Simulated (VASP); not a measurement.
Wanted: the native input for a VASP 6.6.1 run.

```
Task                   : single point
Functional             : r2SCAN
Potentials or basis    : VASP PAW PBE potentials, release 64 (Sn_d, O)
Cutoff                 : 520 eV
k mesh                 : 12 × 12 × 6
Occupations            : gaussian, width 0.02 eV
Spin                   : no spin polarisation
Dipole correction      : no
Further INCAR settings : ALGO = Normal; EDIFF = 1e-06; NBANDS = 20
```

Crystal: SnO2.

```
Sn O
1.0
     3.21639    0.00000    0.00000
    -1.60819    2.78547    0.00000
     0.00000    0.00000    4.59427
Sn O
1 2
Direct
  0.00000 0.00000 0.50000
  0.33333 0.66667 0.71998
  0.66667 0.33333 0.28002
```

One way to write it, as run:

POSCAR

```
SnO2
1.0
    3.2163886046      0.0000000000      0.0000000000
   -1.6081943023      2.7854742400      0.0000000000
    0.0000000000      0.0000000000      4.5942710170
Sn O
1 2
Direct
    0.0000000000      0.0000000000      0.5000000000
    0.3333333333      0.6666666667      0.7199800773
    0.6666666667      0.3333333333      0.2800199227
```

INCAR.step1

```
SYSTEM = SnO2
PREC     = Accurate       ! precision mode
ENCUT    = 520            ! plane-wave cutoff, eV
ISMEAR   = 0              ! smearing method
SIGMA    = 0.02           ! smearing width, eV
LREAL    = .False.        ! projectors in reciprocal space
LASPH    = .True.         ! aspherical terms in the spheres
NELM     = 60             ! most SCF steps
NBANDS   = 20             ! bands
GGA      = PE             ! functional
ALGO     = Normal         ! electronic algorithm
EDIFF    = 1E-4           ! SCF threshold, eV
LWAVE    = .True.         ! write WAVECAR
LCHARG   = .False.        ! write CHGCAR
```

INCAR.step2

```
SYSTEM = SnO2
PREC     = Accurate       ! precision mode
ENCUT    = 520            ! plane-wave cutoff, eV
EDIFF    = 1E-6           ! SCF threshold, eV
ISMEAR   = 0              ! smearing method
SIGMA    = 0.02           ! smearing width, eV
LREAL    = .False.        ! projectors in reciprocal space
LASPH    = .True.         ! aspherical terms in the spheres
NELM     = 60             ! most SCF steps
ALGO     = Normal         ! electronic algorithm
ISIF     = 2              ! what is computed and relaxed
LWAVE    = .False.        ! write WAVECAR
LCHARG   = .False.        ! write CHGCAR
METAGGA  = R2SCAN         ! meta-GGA
LMIXTAU  = .True.       
NBANDS   = 20             ! bands
ISTART   = 1
```

KPOINTS

```
regular mesh
0
Gamma
  12 12 6
  0 0 0
```

Potentials or basis: VASP PAW PBE potentials, release 64 (Sn_d, O).

Launch:

```sh
$ cat potpaw_PBE.64/Sn_d/POTCAR potpaw_PBE.64/O/POTCAR > POTCAR
$ cp INCAR.step1 INCAR
$ mpirun -np 1 vasp_std > vasp.out
$ cp INCAR.step2 INCAR
$ mpirun -np 1 vasp_std > vasp.out
```

It gave:

```json
{"Pressure": "-3.6 GPa", "Largest force": "0.421 eV/Å", "Band gap on the k mesh": "2.37 eV, indirect (least direct gap 2.43 eV)"}
```

Caveat: the PAW data sets were made with another functional, which shifts forces and pressure a little; spin-orbit coupling is left out, which moves the levels of the heavy elements.

It took 5.3 min on 1 thread of Intel Xeon 8259CL (shared host), peak memory 0.22 GiB.
